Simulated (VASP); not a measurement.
Here is a VASP 6.6.1 calculation.

POSCAR

```
NaI
1.0
    0.0000000000      3.5809730770      3.5809730770
    3.5809730770      0.0000000000      3.5809730770
    3.5809730770      3.5809730770      0.0000000000
Na I
1 1
Direct
    0.0000000000      0.0000000000      0.0000000000
    0.2500000000      0.2500000000      0.2500000000
```

The input INCAR.step1:

```
ALGO = Normal
EDIFF = 1E-4
ENCUT = 600
GGA = PE
ISMEAR = -1
LASPH = T
LCHARG = F
LREAL = F
LWAVE = T
NELM = 60
PREC = Accurate
SIGMA = 0.02
```

The input INCAR.step2:

```
ALGO = Normal
EDIFF = 1E-6
EDIFFG = -0.005
ENCUT = 600
IBRION = 2
ISIF = 3
ISMEAR = -1
ISTART = 1
LASPH = T
LCHARG = F
LMIXTAU = T
LREAL = F
LWAVE = F
METAGGA = R2SCAN
NELM = 60
NSW = 80
PREC = Accurate
SIGMA = 0.02
```

Contents of KPOINTS:

```
k-points
0
Gamma
  6 6 6
```

Potentials or basis: VASP PAW PBE potentials, release 64 (Na_pv, I).

The run is started by

```sh
$ cat potpaw_PBE.64/Na_pv/POTCAR potpaw_PBE.64/I/POTCAR > POTCAR
$ cp INCAR.step1 INCAR
$ mpirun -np 1 vasp_std > vasp.out
$ cp INCAR.step2 INCAR
$ mpirun -np 1 vasp_std > vasp.out
```

Q: Estimate the relaxed cell.

A: a = 4.998 Å, b = 4.998 Å, c = 4.998 Å, α = 60.00°, β = 60.00°, γ = 60.00°.

Q: Estimate the space group after relaxing (to 0.05 Å).

A: F-43m (No. 216).

Q: Estimate the band gap on the k mesh.

A: 4.44 eV, direct.

Q: Predict the relaxed volume.

A: 44.14 Å³/atom.

The path:
```tsv
step	energy change (eV)	largest force (eV/Å)	pressure (GPa)	volume (Å³)
1	0.0000	0.0000	-0.40	91.84
2	-0.0033	0.0000	-0.26	90.34
3	-0.0047	0.0000	-0.13	89.31
4	-0.0050	0.0000	0.14	87.28
5	-0.0053	0.0000	0.00	88.29
```

Caveat: the PAW data sets were made with another functional, which shifts forces and pressure a little; spin-orbit coupling is left out, which moves the levels of the heavy elements. r2SCAN opens gaps a little over a GGA but as a rule still falls short of measured ones.
